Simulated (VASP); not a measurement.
Input of a VASP 6.6.1 run:

File POSCAR:

```
Ir
1.0
    0.0000000000      1.8460930000      1.8460930000
    1.8460930000      0.0000000000      1.8460930000
    1.8460930000      1.8460930000      0.0000000000
Ir
1
Direct
    0.0000000000      0.0000000000      0.0000000000
```

File INCAR.step1:

```
SYSTEM = Ir
ALGO     = Normal         ! electronic algorithm
EDIFF    = 1E-5           ! SCF threshold, eV
ENCUT    = 550            ! plane-wave cutoff, eV
GGA      = PE             ! functional
GGA_COMPAT= .False.      
ISMEAR   = 1              ! smearing method
LASPH    = .True.         ! aspherical terms in the spheres
LCHARG   = .False.        ! write CHGCAR
LREAL    = .False.        ! projectors in reciprocal space
LWAVE    = .True.         ! write WAVECAR
NBANDS   = 14             ! bands
NELM     = 120            ! most SCF steps
PREC     = Accurate       ! precision mode
SIGMA    = 0.1216         ! smearing width, eV
```

INCAR.step2

```
SYSTEM = Ir
ALGO     = Normal         ! electronic algorithm
EDIFF    = 1E-6           ! SCF threshold, eV
ENCUT    = 550            ! plane-wave cutoff, eV
GGA_COMPAT= .False.      
ISIF     = 2              ! what is computed and relaxed
ISMEAR   = 1              ! smearing method
ISTART   = 1            
LASPH    = .True.         ! aspherical terms in the spheres
LCHARG   = .False.        ! write CHGCAR
LMIXTAU  = .True.       
LREAL    = .False.        ! projectors in reciprocal space
LWAVE    = .False.        ! write WAVECAR
METAGGA  = R2SCAN         ! meta-GGA
NBANDS   = 14             ! bands
NELM     = 120            ! most SCF steps
PREC     = Accurate       ! precision mode
SIGMA    = 0.1216         ! smearing width, eV
```

KPOINTS

```
k-points
0
Gamma
  12 12 12
  0 0 0
```

Potentials or basis: VASP PAW PBE potentials, release 64 (Ir_sv_GW).

The run is started by

```bash
$ cat potpaw_PBE.64/Ir_sv_GW/POTCAR > POTCAR
$ cp INCAR.step1 INCAR
$ mpirun -np 1 vasp_std > vasp.out
$ cp INCAR.step2 INCAR
$ mpirun -np 1 vasp_std > vasp.out
```

Predict the pressure.

58.9 GPa.

Caveat: the PAW data sets were made with another functional, which shifts forces and pressure a little.
